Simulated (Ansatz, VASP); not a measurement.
Zn: VASP beside Ansatz

The input INCAR:

```
  PREC = Accurate
  ENCUT = 520
  EDIFF = 1E-6
  ISMEAR = 0
  SIGMA = 0.15
  LREAL = False
  LASPH = True
  NELM = 60
  ALGO = Normal
  ISIF = 2
  LWAVE = False
  LCHARG = False
  GGA = PE
  NBANDS = 12
```

Contents of KPOINTS:

```
Automatic mesh
0
Gamma
  22 22 22
```

Contents of POSCAR:

```
Zn
1.0
    0.0000000000      2.0318242558      2.0318242558
    2.0318242558      0.0000000000      2.0318242558
    2.0318242558      2.0318242558      0.0000000000
Zn
1
Direct
    0.0000000000      0.0000000000      0.0000000000
```

Input for Ansatz:

```yaml
crystal:
  lattice:
    - [0.0, 2.0318242558, 2.0318242558]
    - [2.0318242558, 0.0, 2.0318242558]
    - [2.0318242558, 2.0318242558, 0.0]
  atoms:
    - { symbol: Zn, position: [0.0, 0.0, 0.0] }
basis:
  ecutwfc: 520.0
kpoints:
  mp_grid: { grid: [22, 22, 22] }
hamiltonian:
  xc: pbe
scf:
  occupations: { method: gaussian, width: 0.15 }
output:
  forces: true
  stress: true
  eigenvalues: true
```

Alike in both runs: task single point; functional PBE; k mesh 22 × 22 × 22; occupations gaussian, width 0.15 eV; no spin polarisation.

```csv
,VASP,Ansatz
version,VASP 6.6.1,Ansatz 0.2.0
potentials or method,"VASP PAW PBE potentials, release 64 (Zn), cutoff 520 eV","scalar-relativistic, plane waves, PAW"
valence electrons in the cell,12,12
```

|  | VASP | Ansatz | Ansatz less VASP |
| --- | --- | --- | --- |
| gap on the k mesh at the Fermi level (eV) | none | none | - |
| pressure (GPa) | -5.1 | -5.3 | -0.19 |

A gap of «none» marks a metal or a gap that the smearing closes. With one functional, cell and mesh, what is left measures potentials, basis and numerics.
